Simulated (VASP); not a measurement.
Sb, 1 atom in the cell. The structure is tetragonal, space group I4/mmm (No. 139). Conventional cell: a = 3.153 Å, b = 3.153 Å, c = 5.424 Å, α = 90.00°, β = 90.00°, γ = 90.00°. Sb (site symmetry 4/mmm) has 12 Sb at 3.15 to 3.51 Å within 4.1 Å. 

| Item | Value |
| --- | --- |
| Program | VASP 6.6.1 |
| Task | relaxation of cell and atoms |
| Functional | revPBE |
| Dispersion | D3(BJ) |
| Potentials or basis | VASP PAW PBE potentials, release 64 (Sb) |
| Cutoff | 600 eV |
| k mesh | 12 × 12 × 12 |
| Occupations | fermi-dirac, width 0.05 eV |
| Spin | no spin polarisation |
| Dipole correction | no |
| Further INCAR settings | ALGO = Normal; EDIFF = 1e-07; IBRION = 2; EDIFFG = -0.01; NSW = 60; ISIF = 3 |

Potentials or basis: VASP PAW PBE potentials, release 64 (Sb).

Run with:

```console
$ cat potpaw_PBE.64/Sb/POTCAR > POTCAR
$ mpirun -np 1 vasp_std > vasp.out
```

Hardware: 1 thread of Intel(R) Xeon(R) 6975P-C (Granite Rapids), with other jobs on the host.

Task: Estimate the wall time of this run.

Result: It took 59 s on 1 thread of Intel(R) Xeon(R) 6975P-C (Granite Rapids) (shared host), peak memory 0.2 GiB. Counts: scf iterations 63, k points 163, ion steps 10.
